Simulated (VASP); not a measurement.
# SrO (Fm-3m) in VASP: further runs, part 2 of 2

VASP 6.6.1. Earlier steps stand in the parts before.

## 4. Relaxation of cell and atoms, PBEsol, target pressure 15 GPa, at which the enthalpy is minimised

INCAR reads:

```
SYSTEM = SrO
  PREC = Accurate
  ENCUT = 600
  EDIFF = 1E-6
  ISMEAR = 0
  SIGMA = 0.01
  LREAL = .False.
  LASPH = .True.
  NELM = 60
  ALGO = Normal
  ISIF = 3
  LWAVE = .False.
  LCHARG = .False.
  GGA = PS
  IBRION = 2
  NSW = 100
  EDIFFG = -0.002
  PSTRESS = 150.0
```

KPOINTS reads:

```
Automatic mesh
0
Gamma
  8 8 8
  0 0 0
```

POSCAR reads:

```
SrO
1.0
    0.0000000000      2.5614442881      2.5614442881
    2.5614442881      0.0000000000      2.5614442881
    2.5614442881      2.5614442881      0.0000000000
Sr O
1 1
Direct
    0.5000000000      0.5000000000      0.5000000000
    0.0000000000      0.0000000000      0.0000000000
```

Potentials or basis: VASP PAW PBE potentials, release 64 (Sr_sv, O).

Command:

```sh
> cat potpaw_PBE.64/Sr_sv/POTCAR potpaw_PBE.64/O/POTCAR > POTCAR
> mpirun -np 1 vasp_std > vasp.out
```

OUTCAR:

```text
SYSTEM = SrO
   PREC = Accurate
   ENCUT = 600
   EDIFF = 1E-6
   ISMEAR = 0
   LREAL = .False.
   LASPH = .True.
   NELM = 60
   ISIF = 3
   GGA = PS
   IBRION = 2
   NSW = 100
   EDIFFG = -0.002
   PSTRESS = 150.0

 ion  position               nearest neighbor table
   1  0.500  0.500  0.500-   2 2.56   2 2.56   2 2.56   2 2.56   2 2.56   2 2.56
   2  0.000  0.000  0.000-   1 2.56   1 2.56   1 2.56   1 2.56   1 2.56   1 2.56

  LATTYP: Found a face centered cubic cell.
 ALAT       =     5.1228885762

  Lattice vectors:

 A1 = (   0.0000000000,   2.5614442881,   2.5614442881)
 A2 = (   2.5614442881,   0.0000000000,   2.5614442881)
 A3 = (   2.5614442881,   2.5614442881,   0.0000000000)

Analysis of symmetry for initial positions (statically):
=====================================================================
 Subroutine PRICEL returns:
 Original cell was already a primitive cell.

 Routine SETGRP: Setting up the symmetry group for a
 face centered cubic supercell.

 Subroutine GETGRP returns: Found 48 space group operations
 (whereof 48 operations were pure point group operations)
 out of a pool of 48 trial point group operations.

The static configuration has the point symmetry O_h .

Analysis of symmetry for dynamics (positions and initial velocities):
=====================================================================
 Subroutine PRICEL returns:
 Original cell was already a primitive cell.

 Routine SETGRP: Setting up the symmetry group for a
 face centered cubic supercell.

 Subroutine GETGRP returns: Found 48 space group operations
 (whereof 48 operations were pure point group operations)
 out of a pool of 48 trial point group operations.

The dynamic configuration has the point symmetry O_h .

 Subroutine INISYM returns: Found 48 space group operations
 (whereof 48 operations are pure point group operations),
 and found     1 'primitive' translations

----------------------------------------------------------------------------------------

                                     Primitive cell

  volume of cell :      33.6113

  direct lattice vectors                    reciprocal lattice vectors
     0.000000000  2.561444288  2.561444288    -0.195202372  0.195202372  0.195202372
     2.561444288  0.000000000  2.561444288     0.195202372 -0.195202372  0.195202372
     2.561444288  2.561444288  0.000000000     0.195202372  0.195202372 -0.195202372

  length of vectors
     3.622429251  3.622429251  3.622429251     0.338100426  0.338100426  0.338100426

  position of ions in fractional coordinates (direct lattice)
     0.500000000  0.500000000  0.500000000
     0.000000000  0.000000000  0.000000000

  ion indices of the primitive-cell ions
   primitive index   ion index
                 1           1
                 2           2

----------------------------------------------------------------------------------------

 KPOINTS: Automatic mesh

[... 52 lines left out ...]
   dimension x,y,z NGX =    30 NGY =   30 NGZ =   30
   dimension x,y,z NGXF=    60 NGYF=   60 NGZF=   60
   ions per type =               1   1
   NGX,Y,Z   is equivalent  to a cutoff of  13.77, 13.77, 13.77 a.u.
   NGXF,Y,Z  is equivalent  to a cutoff of  27.54, 27.54, 27.54 a.u.
 SYSTEM =  SrO
   PREC   = accura    normal or accurate (medium, high low for compatibility)
   ISTART =      0    job   : 0-new  1-cont  2-samecut
   ICHARG =      2    charge: 1-file 2-atom 10-const
   ISPIN  =      1    spin polarized calculation?
   LNONCOLLINEAR =      F non collinear calculations
   LSORBIT =      F    spin-orbit coupling
   LASPH  =      T    aspherical Exc in radial PAW
   ENCUT  =  600.0 eV  44.10 Ry    6.64 a.u.   7.23  7.23  7.23*2*pi/ulx,y,z
   NELM   =     60;   NELMIN=  2; NELMDL= -5     # of ELM steps
   EDIFF  = 0.1E-05   stopping-criterion for ELM
   LREAL  =      F    real-space projection
   EDIFFG = -.2E-02   stopping-criterion for IOM
   NSW    =    100    number of steps for IOM
   IBRION =      2    ionic relax: 0-MD 1-quasi-New 2-CG
   NFREE  =      1    steps in history (QN), initial steepest desc. (CG)
   ISIF   =      3    stress and relaxation
   ISYM   =      2    0-nonsym 1-usesym 2-fastsym
   POTIM  = 0.5000    time-step for ionic-motion
   TEBEG  =    0.0;   TEEND  =   0.0 temperature during run
   PSTRESS=  150.0 pullay stress
   NELECT =      16.0000    total number of electrons
   NUPDOWN=      -1.0000    fix difference up-down
   EMIN   =  10.00;   EMAX   =-10.00  energy-range for DOS
   EFERMI =   0.00;   METHOD = LEGACY
   ISMEAR =     0;   SIGMA  =   0.01  broadening in eV -4-tet -1-fermi 0-gaus
   EFERMI_NEDOS =   21; number of points for ismear=-14 and -15
   IALGO  =     38    algorithm
   IMIX   =      4    mixing-type and parameters
     AMIX     =   0.40;   BMIX     =  1.00
     AMIX_MAG =   1.60;   BMIX_MAG =  1.00
  volume/ion in A,a.u.               =      16.81       113.41
  Fermi-wavevector in a.u.,A,eV,Ry     =   1.278262  2.415565 22.231294  1.633954
  Thomas-Fermi vector in A             =   2.410815
   LORBIT       =      0    0 simple, 1 ext, 2 COOP (PROOUT), +10 PAW based schemes
   GGA     = PS    functional components
   LHFCALC =     F    Hartree Fock is set to
   AEXX    =    0.0000 exact exchange contribution
   IVDW    =     0    specifies the selected vdW correction
   LEPSILON=     F    determine dielectric tensor
   LRPA    =     F    only Hartree local field effects (RPA)
 conjugate gradient relaxation of ions
 non-spin polarized calculation
 Gauss-broadening in eV      SIGMA  =   0.01
  energy-cutoff  :      600.00
  volume of cell :       33.61
 maximum number of plane-waves:      1139
 NGX is ok and might be reduce to    30
   NGX = 15   NGY = 15   NGZ = 15

--------------------------------------- Ionic step        1  -------------------------------------------

 number of electron      15.9999997 magnetization

 Free energy of the ion-electron system (eV)
  ---------------------------------------------------
  ext. energy  EPLUGINS =         0.00000000
  ---------------------------------------------------
  free energy    TOTEN  =       -12.64061832 eV

  energy without entropy =      -12.64061832  energy(sigma->0) =      -12.64061832

------------------------ aborting loop because EDIFF is reached ----------------------------------------

  FORCE on cell =-STRESS in cart. coord.  units (eV):
  Direction    XX          YY          ZZ          XY          YZ          ZX
  --------------------------------------------------------------------------------------
  -------------------------------------------------------------------------------------
  Total        0.1120730      0.1120730      0.1120730      0.0000000      0.0000000     -0.0000000
  in kB        5.3422841      5.3422841      5.3422841      0.0000000      0.0000000     -0.0000000
  external PRESSURE =    -144.6577159 kB  Pullay stress =     150.0000000 kB
[... 101 lines left out ...]
--------------------------------------- Ionic step        4  -------------------------------------------

 number of electron      16.0000002 magnetization

 Free energy of the ion-electron system (eV)
  ---------------------------------------------------
  ext. energy  EPLUGINS =         0.00000000
  ---------------------------------------------------
  free energy    TOTEN  =       -12.47967635 eV

  energy without entropy =      -12.47967635  energy(sigma->0) =      -12.47967635

 E-fermi :   2.2298     XC(G=0): -10.8998

 val. band max:        2.1619077814   @ k =   0.5000   0.5000   0.0000
 cond. band min:       5.1579709562   @ k =   0.5000   0.5000   0.0000
 fundamental gap:      2.9960631748
 Fermi energy:         2.2297589317

 k-point     1 :       0.0000    0.0000    0.0000
  band No.  band energies     occupation
      1     -29.7143      2.00000
      2     -13.0182      2.00000
      3     -11.1940      2.00000
      4     -11.1940      2.00000
      5     -11.1940      2.00000
      6       2.1362      2.00000
      7       2.1362      2.00000
      8       2.1362      2.00000
      9       6.9244      0.00000
     10       8.5397      0.00000
     11       8.5397      0.00000
     12       8.5397      0.00000
[... 331 lines left out ...]
 k-point    24 :      -0.3750    0.2500    0.1250
  band No.  band energies     occupation
      1     -29.4299      2.00000
      2     -14.4651      2.00000
      3     -11.7898      2.00000
      4     -11.5525      2.00000
      5     -10.3636      2.00000
      6       0.3586      2.00000
      7       1.1478      2.00000
      8       1.2885      2.00000
      9       8.8811      0.00000
     10       9.2716      0.00000
     11      12.4394      0.00000
     12      12.5234      0.00000

 [... further k-points ...]

------------------------ aborting loop because EDIFF is reached ----------------------------------------

  FORCE on cell =-STRESS in cart. coord.  units (eV):
  Direction    XX          YY          ZZ          XY          YZ          ZX
  --------------------------------------------------------------------------------------
  -------------------------------------------------------------------------------------
  Total        2.8025905      2.8025905      2.8025905      0.0000000     -0.0000000     -0.0000000
  in kB      149.9736035    149.9736035    149.9736035      0.0000000     -0.0000000     -0.0000000
  external PRESSURE =      -0.0263965 kB  Pullay stress =     150.0000000 kB
[... 21 lines left out ...]
  energy  without entropy=      -12.4796763481  energy(sigma->0) =      -12.47967635

  enthalpy is  TOTEN    =        -9.6765925527 eV   P V=        2.8030837954

 reached required accuracy - stopping structural energy minimisation
```

Run time: 49 s. Hardware: 1 thread of Intel Xeon Platinum 8259CL at 2.50GHz (Skylake/Cascade Lake), shared host; peak memory 0.18 GiB.

Results:

```yaml
Free_energy: -12.4797 eV
Relaxed_volume: 14.97 Å³/atom
Relaxed_cell: a = 3.485 Å, b = 3.485 Å, c = 3.485 Å, α = 60.00°, β = 60.00°, γ = 60.00°
Space_group_after_relaxing_to_0.05_Å: Fm-3m (No. 225)
Energy_change_on_relaxing_the_enthalpy_is_what_falls: +80.5 meV/atom
Ionic_steps: 4
Pressure_after_relaxing: 15.0 GPa
Band_gap_on_the_k_mesh: 3.00 eV, direct
```

The path:
```tsv
step	energy change (eV)	largest force (eV/Å)	pressure (GPa)	volume (Å³)
1	0.0000	0.0000	0.53	33.61
2	0.6614	0.0000	37.46	26.76
3	0.1545	0.0000	14.64	30.01
4	0.1609	0.0000	15.00	29.94
```

Final structure:
```
Sr O
1.0
     0.00000    2.46457    2.46457
     2.46457    0.00000    2.46457
     2.46457    2.46457    0.00000
Sr O
1 1
Direct
  0.50000 0.50000 0.50000
  0.00000 0.00000 0.00000
```

Levels at points of the mesh, in eV from the valence-band top:
| k point | band 5 | band 6 | band 7 | band 8 | band 9 | band 10 | band 11 | band 12 |
| --- | --- | --- | --- | --- | --- | --- | --- | --- |
| (0.00, 0.00, 0.00) | -13.36 | -0.03 | -0.03 | -0.03 | 4.76 | 6.38 | 6.38 | 6.38 |
| (0.50, 0.00, 0.00) | -12.07 | -2.51 | -1.46 | -1.46 | 7.01 | 9.31 | 9.55 | 9.55 |
| (0.50, 0.50, 0.00) | -13.92 | -0.18 | 0.00 | 0.00 | 3.00 | 8.76 | 11.02 | 11.37 |

Caveat: the cell is relaxed towards a set pressure, so the enthalpy falls and the energy may rise; the PAW data sets were made with another functional, which shifts forces and pressure a little.

## 5. Single point, PBEsol

This run uses another cell than the first one, of 14.88 Å³/atom, 0.885 times its volume.

INCAR reads:

```
PREC = Accurate
ENCUT = 910
EDIFF = 1E-6
ISMEAR = 0
SIGMA = 0.01
LREAL = F
LASPH = T
NELM = 120
ALGO = Normal
ISIF = 2
LWAVE = F
LCHARG = F
GGA = PS
NBANDS = 15
GGA_COMPAT = F
```

KPOINTS reads:

```
Automatic mesh
0
Gamma
  8 8 8
```

POSCAR reads:

```
SrO
1.0
    0.0000000000      2.4596435320      2.4596435320
    2.4596435320      0.0000000000      2.4596435320
    2.4596435320      2.4596435320      0.0000000000
Sr O
1 1
Direct
    0.5000000000      0.5000000000      0.5000000000
    0.0000000000      0.0000000000      0.0000000000
```

Potentials or basis: VASP PAW PBE potentials, release 64 (Sr_sv, O_h).

Command:

```sh
> cat potpaw_PBE.64/Sr_sv/POTCAR potpaw_PBE.64/O_h/POTCAR > POTCAR
> mpirun -np 1 vasp_std > vasp.out
```

OUTCAR:

```text
PREC = Accurate
   ENCUT = 910
   EDIFF = 1E-6
   ISMEAR = 0
   LREAL = F
   LASPH = T
   NELM = 120
   ISIF = 2
   GGA = PS

 ion  position               nearest neighbor table
   1  0.500  0.500  0.500-   2 2.46   2 2.46   2 2.46   2 2.46   2 2.46   2 2.46
   2  0.000  0.000  0.000-   1 2.46   1 2.46   1 2.46   1 2.46   1 2.46   1 2.46

  LATTYP: Found a face centered cubic cell.
 ALAT       =     4.9192870640

  Lattice vectors:

 A1 = (   0.0000000000,   2.4596435320,   2.4596435320)
 A2 = (   2.4596435320,   0.0000000000,   2.4596435320)
 A3 = (   2.4596435320,   2.4596435320,   0.0000000000)

Analysis of symmetry for initial positions (statically):
=====================================================================
 Subroutine PRICEL returns:
 Original cell was already a primitive cell.

 Routine SETGRP: Setting up the symmetry group for a
 face centered cubic supercell.

 Subroutine GETGRP returns: Found 48 space group operations
 (whereof 48 operations were pure point group operations)
 out of a pool of 48 trial point group operations.

The static configuration has the point symmetry O_h .

[... 174 lines left out ...]
      5     -10.8756      2.00000
      6       2.4288      2.00000
      7       2.4288      2.00000
      8       2.4288      2.00000
      9       7.2667      0.00000
     10       8.8427      0.00000
     11       8.8427      0.00000
     12       8.8427      0.00000
     13      11.3611      0.00000
     14      11.3611      0.00000
[... 401 lines left out ...]
      2     -14.1956      2.00000
      3     -11.4824      2.00000
      4     -11.2411      2.00000
      5     -10.0441      2.00000
      6       0.6423      2.00000
      7       1.4354      2.00000
      8       1.5789      2.00000
      9       9.1948      0.00000
     10       9.5871      0.00000
     11      12.7708      0.00000
     12      12.8716      0.00000
     13      15.3274      0.00000
     14      16.7290      0.00000
     15      17.3582      0.00000

 [... further k-points ...]

------------------------ aborting loop because EDIFF is reached ----------------------------------------

  FORCE on cell =-STRESS in cart. coord.  units (eV):
  Direction    XX          YY          ZZ          XY          YZ          ZX
  --------------------------------------------------------------------------------------
  -------------------------------------------------------------------------------------
  Total        2.9529266      2.9529266      2.9529266      0.0000000      0.0000000      0.0000000
  in kB      158.9705685    158.9705685    158.9705685      0.0000000      0.0000000      0.0000000
  external PRESSURE =     158.9705685 kB  Pullay stress =       0.0000000 kB

 VOLUME and BASIS-vectors are now :
 -----------------------------------------------------------------------------
  energy-cutoff  :      910.00
  volume of cell :       29.76
      direct lattice vectors                 reciprocal lattice vectors
     0.000000000  2.459643532  2.459643532    -0.203281489  0.203281489  0.203281489
     2.459643532  0.000000000  2.459643532     0.203281489 -0.203281489  0.203281489
     2.459643532  2.459643532  0.000000000     0.203281489  0.203281489 -0.203281489

 POSITION                                       TOTAL-FORCE (eV/Angst)
 -----------------------------------------------------------------------------------
      2.45964      2.45964      2.45964        -0.000000      0.000000     -0.000000
      0.00000      0.00000      0.00000         0.000000     -0.000000      0.000000
 -----------------------------------------------------------------------------------
    total drift:                                0.000000      0.000000      0.000000

  FREE ENERGIE OF THE ION-ELECTRON SYSTEM (eV)
  ---------------------------------------------------
  free  energy   TOTEN  =       -12.4612007785 eV

  energy  without entropy=      -12.4612007785  energy(sigma->0) =      -12.46120078
```

OSZICAR:

```text
N       E                     dE             d eps       ncg     rms          rms(c)
DAV:   1     0.998103816737E+02    0.99810E+02   -0.11200E+04   870   0.160E+03
DAV:   2    -0.809042954162E+01   -0.10790E+03   -0.95922E+02  1314   0.279E+02
DAV:   3    -0.143098360155E+02   -0.62194E+01   -0.61388E+01  1123   0.588E+01
DAV:   4    -0.144916921037E+02   -0.18186E+00   -0.18180E+00  1092   0.758E+00
DAV:   5    -0.144935603813E+02   -0.18683E-02   -0.18682E-02  1080   0.845E-01    0.226E+01
DAV:   6    -0.125921231941E+02    0.19014E+01   -0.52772E+00  1010   0.191E+01    0.268E+01
DAV:   7    -0.124890810206E+02    0.10304E+00   -0.26622E-01  1011   0.503E+00    0.153E+01
DAV:   8    -0.124596632092E+02    0.29418E-01   -0.11843E-01  1150   0.343E+00    0.225E+00
DAV:   9    -0.124609226467E+02   -0.12594E-02   -0.56143E-03  1410   0.560E-01    0.404E-01
DAV:  10    -0.124611830232E+02   -0.26038E-03   -0.87521E-04   968   0.280E-01    0.113E-01
DAV:  11    -0.124612035672E+02   -0.20544E-04   -0.55996E-05  1124   0.655E-02    0.458E-02
DAV:  12    -0.124612009054E+02    0.26618E-05   -0.75886E-06   919   0.307E-02    0.196E-02
DAV:  13    -0.124612007785E+02    0.12693E-06   -0.52850E-07   624   0.761E-03
   1 F= -.12461201E+02 E0= -.12461201E+02  d E =-.602878-112
```

It took 32 s on 1 thread of AMD EPYC 9R45 (Zen 5), shared host; peak memory 0.19 GiB.

Results:

| Property | Result |
| --- | --- |
| Free energy | -12.4612 eV |
| Pressure | 15.9 GPa |
| Band gap on the k mesh | 2.98 eV, direct |

Levels at points of the mesh, in eV from the valence-band top:
```csv
k point,band 6,band 7,band 8,band 9,band 10,band 11
"(0.00, 0.00, 0.00)",-0.03,-0.03,-0.03,4.81,6.38,6.38
"(0.50, 0.00, 0.00)",-2.53,-1.48,-1.48,7.03,9.35,9.58
"(0.50, 0.50, 0.00)",-0.17,0.00,0.00,2.98,8.80,11.05
```

Caveat: the cutoff is under 1.25 times the usual one of these potentials, so pressure, stress and relaxed cells hold a basis-set (Pulay) error; the PAW data sets were made with another functional, which shifts forces and pressure a little.

## 6. The runs side by side

```tsv
task	potentials or basis	cell	cutoff (eV)	second run	gap on the mesh (eV)	pressure (GPa)
relaxation of cell and atoms	VASP PAW PBE potentials, release 64 (Sr_sv, O)	relaxed to 7 GPa from a = 3.622 Å, angles 60.0°, 2 atoms	600	-	3.09	7.0
relaxation of cell and atoms	VASP PAW PBE potentials, release 64 (Sr_sv, O)	relaxed to 10 GPa from a = 3.622 Å, angles 60.0°, 2 atoms	600	-	3.07	10.0
relaxation of cell and atoms	VASP PAW PBE potentials, release 64 (Sr_sv, O)	relaxed to 15 GPa from a = 3.622 Å, angles 60.0°, 2 atoms	600	-	3.00	15.0
single point	VASP PAW PBE potentials, release 64 (Sr_sv, O_h)	a = 3.478 Å, angles 60.0°, 2 atoms	910	hard_potentials	2.98	15.9
```

Alike in all rows: level PBEsol; no spin polarisation; k mesh 8 × 8 × 8; smearing gaussian 0.01 eV.

Caveats: the PAW data sets were made with another functional, which shifts forces and pressure a little; the cell is relaxed towards a set pressure, so the enthalpy falls and the energy may rise (some runs); the cutoff is under 1.25 times the usual one of these potentials, so pressure, stress and relaxed cells hold a basis-set (Pulay) error (some runs).

Absolute energies hang on the potentials; compare differences alone.
